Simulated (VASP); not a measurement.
# SnO2 (R3m) in VASP: notebook

The runs below take SnO2 through single point, with PBEsol.

Program: VASP 6.6.1. These are calculated values, not measurements. Logs are shortened: lines on timing, memory, paths and dates and some standing lists are left out, and cuts for length are marked.

### 1 The cell of the first run

The typed cell holds 12 atoms: a = 5.987 Å, b = 5.987 Å, c = 5.987 Å, α = 67.69°, β = 67.69°, γ = 67.69°.

### 2 Single point, PBEsol (14.71 Å³/atom)

Contents of INCAR:

```
SYSTEM = SnO2
  ALGO = Normal
  EDIFF = 1E-6
  ENCUT = 520
  GGA = PS
  ISIF = 2
  ISMEAR = 0
  LASPH = .TRUE.
  LCHARG = .FALSE.
  LREAL = .FALSE.
  LWAVE = .FALSE.
  NBANDS = 64
  NELM = 60
  PREC = Accurate
  SIGMA = 0.05
```

Contents of KPOINTS:

```
k-points
0
G
  6 6 6
  0 0 0
```

Contents of POSCAR:

```
SnO2
1.0
    3.3343828932      1.9251068610      4.5847953091
   -3.3343828932      1.9251068610      4.5847953091
    0.0000000000     -3.8502137219      4.5847953091
Sn O
4 8
Direct
    0.8646807174      0.8646807174      0.8646807174
    0.3648245829      0.3648245829      0.8648190111
    0.3648245829      0.8648190111      0.3648245829
    0.8648190111      0.3648245829      0.3648245829
    0.1235003534      0.6233501671      0.6233501671
    0.6233501671      0.1235003534      0.6233501671
    0.6233501671      0.6233501671      0.1235003534
    0.6062113146      0.6062113146      0.6062113146
    0.1234715296      0.1234715296      0.1234715296
    0.1060883083      0.1060883083      0.6062369573
    0.1060883083      0.6062369573      0.1060883083
    0.6062369573      0.1060883083      0.1060883083
```

Potentials or basis: VASP PAW PBE potentials, release 64 (Sn_d, O).

On the command line:

```
$ cat potpaw_PBE.64/Sn_d/POTCAR potpaw_PBE.64/O/POTCAR > POTCAR
$ mpirun -np 1 vasp_std > vasp.out
```

OUTCAR:

```text
SYSTEM = SnO2
   EDIFF = 1E-6
   ENCUT = 520
   GGA = PS
   ISIF = 2
   ISMEAR = 0
   LASPH = .TRUE.
   LREAL = .FALSE.
   NELM = 60
   PREC = Accurate

 ion  position               nearest neighbor table
   1  0.865  0.865  0.865-   5 2.18   6 2.18   7 2.18  11 2.18  12 2.18  10 2.18   3 3.33   4 3.33
                             3 3.33   4 3.33   2 3.33   2 3.33
   2  0.365  0.365  0.865-   9 2.18  11 2.18  12 2.18   6 2.18   5 2.18   8 2.18   3 3.33   4 3.33
                             1 3.33   1 3.33   4 3.33   3 3.33
   3  0.365  0.865  0.365-   9 2.18  10 2.18  12 2.18   7 2.18   5 2.18   8 2.18   2 3.33   4 3.33
                             1 3.33   1 3.33   2 3.33   4 3.33
   4  0.865  0.365  0.365-   9 2.18  10 2.18  11 2.18   7 2.18   6 2.18   8 2.18   2 3.33   3 3.33
                             1 3.33   1 3.33   2 3.33   3 3.33
   5  0.124  0.623  0.623-   1 2.18   2 2.18   3 2.18
   6  0.623  0.124  0.623-   1 2.18   2 2.18   4 2.18
   7  0.623  0.623  0.124-   1 2.18   3 2.18   4 2.18
   8  0.606  0.606  0.606-   3 2.18   4 2.18   2 2.18
   9  0.123  0.123  0.123-   3 2.18   4 2.18   2 2.18
  10  0.106  0.106  0.606-   3 2.18   4 2.18   1 2.18
  11  0.106  0.606  0.106-   2 2.18   4 2.18   1 2.18
  12  0.606  0.106  0.106-   2 2.18   3 2.18   1 2.18

  LATTYP: Found a trigonal (rhomboedric) cell.
 ALAT       =     5.9870271196
 COS(alpha) =     0.3796475765

  Lattice vectors:

 A1 = (   3.3343828932,   1.9251068610,   4.5847953091)
 A2 = (  -3.3343828932,   1.9251068610,   4.5847953091)
 A3 = (   0.0000000000,  -3.8502137219,   4.5847953091)

Analysis of symmetry for initial positions (statically):
=====================================================================
 Subroutine PRICEL returns:
 Original cell was already a primitive cell.

 Routine SETGRP: Setting up the symmetry group for a
 trigonal (rhombohedral) supercell.

 Subroutine GETGRP returns: Found  6 space group operations
 (whereof  6 operations were pure point group operations)
 out of a pool of 12 trial point group operations.

The static configuration has the point symmetry C_3v.

Analysis of symmetry for dynamics (positions and initial velocities):
=====================================================================
 Subroutine PRICEL returns:
 Original cell was already a primitive cell.

 Routine SETGRP: Setting up the symmetry group for a
 trigonal (rhombohedral) supercell.

 Subroutine GETGRP returns: Found  6 space group operations
 (whereof  6 operations were pure point group operations)
 out of a pool of 12 trial point group operations.

The dynamic configuration has the point symmetry C_3v.

 Subroutine INISYM returns: Found  6 space group operations
 (whereof  6 operations are pure point group operations),
 and found     1 'primitive' translations

----------------------------------------------------------------------------------------

                                     Primitive cell

  volume of cell :     176.5800

  direct lattice vectors                    reciprocal lattice vectors
     3.334382893  1.925106861  4.584795309     0.149952785  0.086575281  0.072704082
    -3.334382893  1.925106861  4.584795309    -0.149952785  0.086575281  0.072704082
     0.000000000 -3.850213722  4.584795309     0.000000000 -0.173150561  0.072704082

  length of vectors
     5.987027120  5.987027120  5.987027120     0.187795102  0.187795102  0.187795102

  position of ions in fractional coordinates (direct lattice)
     0.864680717  0.864680717  0.864680717
     0.364824583  0.364824583  0.864819011
     0.364824583  0.864819011  0.364824583
     0.864819011  0.364824583  0.364824583
     0.123500353  0.623350167  0.623350167
     0.623350167  0.123500353  0.623350167
     0.623350167  0.623350167  0.123500353
     0.606211315  0.606211315  0.606211315
     0.123471530  0.123471530  0.123471530
     0.106088308  0.106088308  0.606236957
     0.106088308  0.606236957  0.106088308
     0.606236957  0.106088308  0.106088308

  ion indices of the primitive-cell ions
   primitive index   ion index
                 1           1
                 2           2
                 3           3
                 4           4
                 5           5
                 6           6
                 7           7
                 8           8
                 9           9
                10          10
                11          11
                12          12

----------------------------------------------------------------------------------------

 KPOINTS: k-points

Automatic generation of k-mesh.
 Grid dimensions read from file:
 generate k-points for:    6    6    6

 Generating k-lattice:

  Cartesian coordinates                     Fractional coordinates (reciprocal lattice)
     0.024992131  0.014429213  0.012117347     0.166666667  0.000000000  0.000000000
    -0.024992131  0.014429213  0.012117347     0.000000000  0.166666667  0.000000000
     0.000000000 -0.028858427  0.012117347     0.000000000  0.000000000  0.166666667

  Length of vectors
     0.031299184  0.031299184  0.031299184

  Shift w.r.t. Gamma in fractional coordinates (k-lattice)
     0.000000000  0.000000000  0.000000000

 Subroutine IBZKPT returns following result:
 ===========================================

 Found     32 irreducible k-points:

 Following reciprocal coordinates:
            Coordinates               Weight
  0.000000  0.000000  0.000000      1.000000
  0.166667  0.000000  0.000000      6.000000
  0.333333  0.000000  0.000000      6.000000
  0.500000  0.000000  0.000000      3.000000
  0.166667  0.166667  0.000000      6.000000
  0.333333  0.166667  0.000000     12.000000
[... 16 lines left out ...]
  0.500000  0.500000  0.166667      6.000000
 -0.333333  0.500000  0.166667     12.000000
 [... further k-points ...]
   k-points           NKPTS =     32   k-points in BZ     NKDIM =     32   number of bands    NBANDS=     64
   number of dos      NEDOS =    301   number of ions     NIONS =     12
   total plane-waves  NPLWV = 110592
   dimension x,y,z NGX =    48 NGY =   48 NGZ =   48
   dimension x,y,z NGXF=    96 NGYF=   96 NGZF=   96
   ions per type =               4   8
   NGX,Y,Z   is equivalent  to a cutoff of  13.33, 13.33, 13.33 a.u.
   NGXF,Y,Z  is equivalent  to a cutoff of  26.66, 26.66, 26.66 a.u.
 SYSTEM =  SnO2
   PREC   = accura    normal or accurate (medium, high low for compatibility)
   ISTART =      0    job   : 0-new  1-cont  2-samecut
   ICHARG =      2    charge: 1-file 2-atom 10-const
   ISPIN  =      1    spin polarized calculation?
   LNONCOLLINEAR =      F non collinear calculations
   LSORBIT =      F    spin-orbit coupling
   LASPH  =      T    aspherical Exc in radial PAW
   ENCUT  =  520.0 eV  38.22 Ry    6.18 a.u.  11.13 11.13 11.13*2*pi/ulx,y,z
   NELM   =     60;   NELMIN=  2; NELMDL= -5     # of ELM steps
   EDIFF  = 0.1E-05   stopping-criterion for ELM
   LREAL  =      F    real-space projection
   EDIFFG = 0.1E-04   stopping-criterion for IOM
   NSW    =      0    number of steps for IOM
   IBRION =     -1    ionic relax: 0-MD 1-quasi-New 2-CG
   NFREE  =      0    steps in history (QN), initial steepest desc. (CG)
   ISIF   =      2    stress and relaxation
   ISYM   =      2    0-nonsym 1-usesym 2-fastsym
   POTIM  = 0.5000    time-step for ionic-motion
   TEBEG  =    0.0;   TEEND  =   0.0 temperature during run
   PSTRESS=    0.0 pullay stress
   NELECT =     104.0000    total number of electrons
   NUPDOWN=      -1.0000    fix difference up-down
   EMIN   =  10.00;   EMAX   =-10.00  energy-range for DOS
   EFERMI =   0.00;   METHOD = LEGACY
   ISMEAR =     0;   SIGMA  =   0.05  broadening in eV -4-tet -1-fermi 0-gaus
   EFERMI_NEDOS =   21; number of points for ismear=-14 and -15
   IALGO  =     38    algorithm
   IMIX   =      4    mixing-type and parameters
     AMIX     =   0.40;   BMIX     =  1.00
     AMIX_MAG =   1.60;   BMIX_MAG =  1.00
  volume/ion in A,a.u.               =      14.71        99.30
  Fermi-wavevector in a.u.,A,eV,Ry     =   1.372267  2.593210 25.621377  1.883118
  Thomas-Fermi vector in A             =   2.497890
   LORBIT       =      0    0 simple, 1 ext, 2 COOP (PROOUT), +10 PAW based schemes
   GGA     = PS    functional components
   LHFCALC =     F    Hartree Fock is set to
   AEXX    =    0.0000 exact exchange contribution
   IVDW    =     0    specifies the selected vdW correction
   LEPSILON=     F    determine dielectric tensor
   LRPA    =     F    only Hartree local field effects (RPA)
 non-spin polarized calculation
 Gauss-broadening in eV      SIGMA  =   0.05
  energy-cutoff  :      520.00
  volume of cell :      176.58
 maximum number of plane-waves:      4787
 NGX is ok and might be reduce to    48
   NGX = 23   NGY = 23   NGZ = 23

 number of electron     103.9999976 magnetization

 Free energy of the ion-electron system (eV)
  ---------------------------------------------------
  ext. energy  EPLUGINS =         0.00000000
  ---------------------------------------------------
  free energy    TOTEN  =       -76.43839011 eV

  energy without entropy =      -76.43839011  energy(sigma->0) =      -76.43839011

 E-fermi :   3.5405     XC(G=0): -10.2867

 val. band max:        3.3141441006   @ k =  -0.1667   0.1667   0.0000
 cond. band min:       4.3752512579   @ k =   0.0000   0.0000   0.0000
 fundamental gap:      1.0611071574
 Fermi energy:         3.5405314823

 k-point     1 :       0.0000    0.0000    0.0000
  band No.  band energies     occupation
      1     -17.1940      2.00000
      2     -17.1940      2.00000
      3     -17.1940      2.00000
      4     -16.7840      2.00000
      5     -16.6292      2.00000
      6     -16.6292      2.00000
[... 56 lines left out ...]
     63      13.1247      0.00000
     64      13.1942      0.00000

 k-point     2 :       0.1667    0.0000    0.0000
  band No.  band energies     occupation
      1     -17.1651      2.00000
      2     -17.1651      2.00000
      3     -17.1610      2.00000
      4     -16.7683      2.00000
      5     -16.6666      2.00000
      6     -16.6219      2.00000
[... 56 lines left out ...]
     63      12.9771      0.00000
     64      12.9771      0.00000

 k-point     3 :       0.3333    0.0000    0.0000
  band No.  band energies     occupation
      1     -17.0909      2.00000
      2     -17.0909      2.00000
      3     -17.0681      2.00000
      4     -16.7957      2.00000
      5     -16.7022      2.00000
      6     -16.6974      2.00000
[... 1396 lines left out ...]
     63      12.0998      0.00000
     64      12.4444      0.00000

 k-point    24 :      -0.3333    0.5000    0.1667
  band No.  band energies     occupation
      1     -17.0272      2.00000
      2     -17.0264      2.00000
      3     -16.9967      2.00000
      4     -16.8643      2.00000
      5     -16.8070      2.00000
      6     -16.7023      2.00000
[... 56 lines left out ...]
     63      12.1082      0.00000
     64      12.1158      0.00000

 [... further k-points ...]

------------------------ aborting loop because EDIFF is reached ----------------------------------------

  FORCE on cell =-STRESS in cart. coord.  units (eV):
  Direction    XX          YY          ZZ          XY          YZ          ZX
  --------------------------------------------------------------------------------------
  -------------------------------------------------------------------------------------
  Total      -18.3804520    -18.3804520     -9.5143892      0.0000000     -0.0000000      0.0000000
  in kB     -166.7728141   -166.7728141    -86.3276624      0.0000000     -0.0000000      0.0000000
  external PRESSURE =    -139.9577635 kB  Pullay stress =       0.0000000 kB

 VOLUME and BASIS-vectors are now :
 -----------------------------------------------------------------------------
  energy-cutoff  :      520.00
  volume of cell :      176.58
      direct lattice vectors                 reciprocal lattice vectors
     3.334382893  1.925106861  4.584795309     0.149952785  0.086575281  0.072704082
    -3.334382893  1.925106861  4.584795309    -0.149952785  0.086575281  0.072704082
     0.000000000 -3.850213722  4.584795309     0.000000000 -0.173150561  0.072704082

 POSITION                                       TOTAL-FORCE (eV/Angst)
 -----------------------------------------------------------------------------------
      0.00000      0.00000     11.89315         0.000000      0.000000      0.004009
      0.00000     -1.92509      7.31031         0.000000     -0.000765     -0.001307
     -1.66717      0.96254      7.31031        -0.000662      0.000382     -0.001307
      1.66717      0.96254      7.31031         0.000662      0.000382     -0.001307
     -1.66669     -0.96226      6.28209        -0.001307     -0.000755      0.965273
      1.66669     -0.96226      6.28209         0.001307     -0.000755      0.965273
      0.00000      1.92453      6.28209         0.000000      0.001510      0.965273
      0.00000      0.00000      8.33806         0.000000     -0.000000     -0.966155
      0.00000      0.00000      1.69828         0.000000      0.000000      0.963821
      0.00000     -1.92568      3.75226         0.000000      0.001489     -0.964524
     -1.66769      0.96284      3.75226         0.001289     -0.000744     -0.964524
      1.66769      0.96284      3.75226        -0.001289     -0.000744     -0.964524
 -----------------------------------------------------------------------------------
    total drift:                                0.000000      0.000000      0.000499

  FREE ENERGIE OF THE ION-ELECTRON SYSTEM (eV)
  ---------------------------------------------------
  free  energy   TOTEN  =       -76.4383901137 eV

  energy  without entropy=      -76.4383901137  energy(sigma->0) =      -76.43839011
```

Run time: 4 min. Hardware: 1 thread of AMD EPYC 9R45 (Zen 5), shared host; peak memory 0.44 GiB.

What came out:

```
Free energy            : -76.4384 eV
Pressure               : -14.0 GPa
Largest force          : 0.966 eV/Å
Band gap on the k mesh : 1.06 eV
```

Forces in eV/Å, atoms in the order of the input:
```
Sn   0.000  0.000  0.004
Sn   0.000 -0.001 -0.001
Sn  -0.001  0.000 -0.001
Sn   0.001  0.000 -0.001
O   -0.001 -0.001  0.965
O    0.001 -0.001  0.965
O    0.000  0.002  0.965
O    0.000  0.000 -0.966
O    0.000  0.000  0.964
O    0.000  0.001 -0.965
O    0.001 -0.001 -0.965
O   -0.001 -0.001 -0.965
```

Caveat: the cell stands under tension; the PAW data sets were made with another functional, which shifts forces and pressure a little; spin-orbit coupling is left out, which moves the levels of the heavy elements.

(Part 1 of 2 ends here.)
